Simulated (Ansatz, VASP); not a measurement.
**Ca in VASP and in Ansatz**

Contents of INCAR:

```
SYSTEM = Ca
PREC = Accurate ; ENCUT = 520
EDIFF = 1E-7 ; ISMEAR = -1
SIGMA = 0.08 ; LREAL = .False.
LASPH = .True. ; NELM = 100
ALGO = Normal ; ISIF = 2
LWAVE = .False. ; LCHARG = .False.
GGA = PE ; NBANDS = 28
```

Contents of KPOINTS:

```
Automatic mesh
0
Gamma
  10 10 3
  0 0 0
```

Contents of POSCAR:

```
Ca
1.0
    2.9434397002      0.0000000000      0.0000000000
   -1.4717198501      2.5490935549      0.0000000000
    0.0000000000      0.0000000000      9.6993571606
Ca
4
Direct
    0.0000000000      0.0000000000      0.0000000000
    0.0000000000      0.0000000000      0.5000000000
    0.3333333333      0.6666666667      0.2500000000
    0.6666666667      0.3333333333      0.7500000000
```

Input for Ansatz:

```yaml
crystal:
  lattice:
    - [2.9434397002, 0.0, 0.0]
    - [-1.4717198501, 2.5490935549, 0.0]
    - [0.0, 0.0, 9.6993571606]
  atoms:
    - { symbol: Ca, position: [0.0, 0.0, 0.0] }
    - { symbol: Ca, position: [0.0, 0.0, 0.5] }
    - { symbol: Ca, position: [0.3333333333, 0.6666666667, 0.25] }
    - { symbol: Ca, position: [0.6666666667, 0.3333333333, 0.75] }
kpoints:
  mp_grid: { grid: [10, 10, 3] }
scf:
  occupations: { method: fermi_dirac, width: 0.08 }
hamiltonian:
  xc: pbe
  pseudopotentials: { kind: paw, level: accurate }
output:
  forces: true
  stress: true
  eigenvalues: true
```

Alike in both runs: task single point; functional PBE; k mesh 10 × 10 × 3; occupations fermi-dirac, width 0.08 eV; no spin polarisation.

|  | VASP | Ansatz |
| --- | --- | --- |
| version | VASP 6.6.1 | Ansatz 0.2.0 |
| potentials or method | VASP PAW PBE potentials, release 64 (Ca_sv) | PAW with other files of Ansatz's library (level accurate), scalar-relativistic |
| plane-wave cutoff (eV) | 520 | 620 |
| valence electrons in the cell | 40 | 40 |

Ansatz gave:

```
pressure (GPa)                                                : 47.6
traceless stress, the component that is largest in VASP (GPa) : 0.08
```

Estimate VASP's values.

pressure (GPa): 47.8; traceless stress, the component that is largest in VASP (GPa): 0.05.

Both programs put the cell under a high pressure, so it lies far from rest at this level. With one functional, cell and mesh, what is left measures potentials, basis and numerics.
